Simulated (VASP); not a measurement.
# LiF (P-6m2) in VASP: a series of runs, part 2 of 2

VASP 6.6.1. Earlier steps stand in the parts before.

### 4 Relaxation of cell and atoms, PBE

Input file INCAR:

```
PREC = Accurate
ENCUT = 600
EDIFF = 1E-6
ISMEAR = 0
SIGMA = 0.1
LREAL = False
LASPH = True
NELM = 60
ALGO = Normal
ISIF = 3
LWAVE = False
LCHARG = False
GGA = PE
IBRION = 2
NSW = 90
EDIFFG = -0.04
```

Input file KPOINTS:

```
Automatic mesh
0
Gamma
  9 9 8
```

Input file POSCAR:

```
LiF
1.0
    2.4704154100      0.0000000000      0.0000000000
   -1.2352077000      2.1394425000      0.0000000000
    0.0000000000      0.0000000000      2.4051161500
Li F
1 1
Direct
    0.3333333300      0.6666666700      0.5000000000
    0.6666666700      0.3333333300      0.0000000000
```

Potentials or basis: VASP PAW PBE potentials, release 64 (Li_sv, F).

Started as:

```console
cat potpaw_PBE.64/Li_sv/POTCAR potpaw_PBE.64/F/POTCAR > POTCAR
mpirun -np 1 vasp_std > vasp.out
```

OUTCAR:

```text
PREC = Accurate
   ENCUT = 600
   EDIFF = 1E-6
   ISMEAR = 0
   LREAL = False
   LASPH = True
   NELM = 60
   ISIF = 3
   GGA = PE
   IBRION = 2
   NSW = 90
   EDIFFG = -0.04

 ion  position               nearest neighbor table
   1  0.333  0.667  0.500-   2 1.87   2 1.87   2 1.87   2 1.87   2 1.87   2 1.87
   2  0.667  0.333  0.000-   1 1.87   1 1.87   1 1.87   1 1.87   1 1.87   1 1.87

  LATTYP: Found a hexagonal cell.
 ALAT       =     2.4704154100
 C/A-ratio  =     0.9735674981

  Lattice vectors:

 A1 = (   2.4704154100,   0.0000000000,   0.0000000000)
 A2 = (  -1.2352077000,   2.1394425000,   0.0000000000)
 A3 = (   0.0000000000,   0.0000000000,   2.4051161500)

Analysis of symmetry for initial positions (statically):
=====================================================================
 Subroutine PRICEL returns:
 Original cell was already a primitive cell.

 Routine SETGRP: Setting up the symmetry group for a
 hexagonal supercell.

 Subroutine GETGRP returns: Found 12 space group operations
 (whereof 12 operations were pure point group operations)
 out of a pool of 24 trial point group operations.

The static configuration has the point symmetry D_3h.

Analysis of symmetry for dynamics (positions and initial velocities):
[... 170 lines left out ...]
  -------------------------------------------------------------------------------------
  Total        3.4525566      3.4525566      2.2888553      0.0000000     -0.0000000      0.0000000
  in kB      435.1557488    435.1557475    288.4843519      0.0000010     -0.0000000      0.0000000
  external PRESSURE =     386.2652827 kB  Pullay stress =       0.0000000 kB
[... 23 lines left out ...]
--------------------------------------- Ionic step        2  -------------------------------------------

 number of electron      10.0000005 magnetization

 E-fermi :   0.3765     XC(G=0): -10.1296

 val. band max:       -0.1437315640   @ k =   0.0000   0.0000   0.5000
 cond. band min:       8.4528466185   @ k =   0.0000   0.0000   0.0000
 fundamental gap:      8.5965781826
 Fermi energy:         0.3764777169

 k-point     1 :       0.0000    0.0000    0.0000
  band No.  band energies     occupation
      1     -41.8054      2.00000
      2     -20.7716      2.00000
      3      -0.8304      2.00000
      4      -0.4921      2.00000
      5      -0.4921      2.00000
      6       8.4528      0.00000
      7      20.2056      0.00000
      8      20.6343      0.00000
      9      20.6343      0.00000
[... 455 lines left out ...]
--------------------------------------- Ionic step        7  -------------------------------------------

 number of electron      10.0000014 magnetization

 Free energy of the ion-electron system (eV)
  ---------------------------------------------------
  ext. energy  EPLUGINS =         0.00000000
  ---------------------------------------------------
  free energy    TOTEN  =        -9.37380893 eV

  energy without entropy =       -9.37380893  energy(sigma->0) =       -9.37380893

 E-fermi :  -0.1747     XC(G=0):  -9.6629

 val. band max:       -0.7469799858   @ k =   0.3333   0.3333   0.0000
 cond. band min:       7.1086552499   @ k =   0.0000   0.0000   0.0000
 fundamental gap:      7.8556352356
 Fermi energy:        -0.1747457682

 k-point     1 :       0.0000    0.0000    0.0000
  band No.  band energies     occupation
      1     -42.5690      2.00000
      2     -21.0906      2.00000
      3      -1.2016      2.00000
      4      -1.2016      2.00000
      5      -1.1918      2.00000
      6       7.1087      0.00000
      7      18.7258      0.00000
      8      18.7258      0.00000
      9      19.2496      0.00000
[... 305 lines left out ...]
  FREE ENERGIE OF THE ION-ELECTRON SYSTEM (eV)
  ---------------------------------------------------
  free  energy   TOTEN  =        -9.3738089336 eV

  energy  without entropy=       -9.3738089336  energy(sigma->0) =       -9.37380893

 reached required accuracy - stopping structural energy minimisation
```

Wall time 14 s (1 thread of Intel Xeon 6975P-C (Granite Rapids), shared host); peak memory 0.12 GiB.

What came out:

```yaml
Free_energy: -9.3738 eV
Relaxed_volume: 8.66 Å³/atom
Relaxed_cell: a = 2.791 Å, b = 2.791 Å, c = 2.567 Å, α = 90.00°, β = 90.00°, γ = 120.00°
Space_group_after_relaxing_to_0.05_Å: P-6m2 (No. 187)
Energy_gained_by_relaxing: 225.1 meV/atom
Ionic_steps: 7
Pressure_after_relaxing: -0.5 GPa
Band_gap_on_the_k_mesh: 7.86 eV, indirect (least direct gap 8.30 eV)
```

Step by step:
```csv
step,energy change (eV),largest force (eV/Å),pressure (GPa),volume (Å³)
1,0.0000,0.0000,38.63,12.71
2,-0.4095,0.0000,7.73,15.74
3,-0.4449,0.0000,1.31,16.90
4,-0.4469,0.0000,-0.34,17.26
5,-0.4468,0.0000,-0.80,17.36
6,-0.4500,0.0000,-0.55,17.32
7,-0.4502,0.0000,-0.48,17.31
```

Final structure:
```
CELL_PARAMETERS angstrom
2.79060 0.00000 0.00000
-1.39530 2.41673 0.00000
0.00000 0.00000 2.56707
ATOMIC_POSITIONS crystal
Li 0.33333 0.66667 0.50000
F 0.66667 0.33333 0.00000
```

Levels at points of the mesh, in eV from the valence-band top:
| k point | band 1 | band 2 | band 3 | band 4 | band 5 | band 6 | band 7 | band 8 | band 9 |
| --- | --- | --- | --- | --- | --- | --- | --- | --- | --- |
| (0.00, 0.00, 0.00) | -41.82 | -20.34 | -0.45 | -0.45 | -0.44 | 7.86 | 19.47 | 19.47 | 20.00 |
| (0.00, 0.00, 0.50) | -41.77 | -19.97 | -3.14 | -0.10 | -0.10 | 10.50 | 13.90 | 22.21 | 22.21 |

Caveat: the cutoff is under 1.25 times the usual one of these potentials, so pressure, stress and relaxed cells hold a basis-set (Pulay) error; the volume moved by over 15 % at a fixed basis, so the end points are rough. As with any semilocal functional, this PBE gap is likely too small.

### 5 The runs side by side

```csv
task,cell,cutoff (eV),gap on the mesh (eV)
single point,"a = 2.470, b = 2.470, c = 2.405 Å, angles 90.0, 90.0, 120.0°, 2 atoms",520,10.46
single point,"a = 2.800, b = 2.800, c = 2.569 Å, angles 90.0, 90.0, 120.0°, 2 atoms",520,7.78
relaxation of cell and atoms,"relaxed from a = 2.470, b = 2.470, c = 2.405 Å, angles 90.0, 90.0, 120.0°, 2 atoms",600,7.86
```

Alike in all rows: level PBE; potentials or basis VASP PAW PBE potentials, release 64 (Li_sv, F); no spin polarisation; k mesh 9 × 9 × 8; smearing gaussian 0.1 eV.

Caveats: the cutoff is under 1.25 times the usual one of these potentials, so pressure, stress and relaxed cells hold a basis-set (Pulay) error; the volume moved by over 15 % at a fixed basis, so the end points are rough (some runs).

Total energies depend on the potentials used, so only differences within one code and one set of settings carry meaning.
